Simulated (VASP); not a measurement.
Cd: single point with r2SCAN

The system is Cd.

```
CELL_PARAMETERS angstrom
2.98875 0.00000 0.00000
-1.49437 2.58833 0.00000
0.00000 0.00000 5.62598
ATOMIC_POSITIONS crystal
Cd 0.33333 0.66667 0.25000
Cd 0.66667 0.33333 0.75000
```

```yaml
Program: VASP 6.6.1
Task: single point
Functional: r2SCAN
Potentials_or_basis: VASP PAW PBE potentials, release 64 (Cd)
Cutoff: 520 eV
k_mesh: 16 × 16 × 8
Occupations: fermi-dirac, width 0.08 eV
Spin: no spin polarisation
```

```
Pressure               : 0.3 GPa
Band gap on the k mesh : zero (band 12 reaches 3.82 eV, above the bottom of band 13 at -0.17 eV)
```

Stress tensor (GPa, compression positive):
```
0.42 0.00 0.00
0.00 0.42 0.00
0.00 0.00 0.19
```

Levels at points of the mesh, in eV from the Fermi level:
```
           k point  band 8  band 9  band 10  band 11  band 12  band 13  band 14  band 15  band 16  band 17
(0.00, 0.00, 0.00)   -9.18   -9.18    -8.93    -8.93    -3.18    -3.07    11.00    15.03    15.46    15.53
(0.50, 0.00, 0.00)   -8.96   -8.65    -8.62    -2.44    -1.93     2.06     3.19     3.34     5.49     8.78
(0.00, 0.00, 0.50)   -9.04   -9.04    -9.04    -7.63    -7.63     3.88     3.88    15.36    15.36    16.52
(0.50, 0.00, 0.50)   -8.94   -8.63    -8.63    -1.64    -1.64     0.14     0.14     8.51     8.51    10.46
```

Wall time 2.4 min on 1 thread of Intel(R) Xeon(R) 6975P-C (Granite Rapids), with other jobs on the host, peak memory 0.23 GiB.

Caveat: the PAW data sets were made with another functional, which shifts forces and pressure a little.
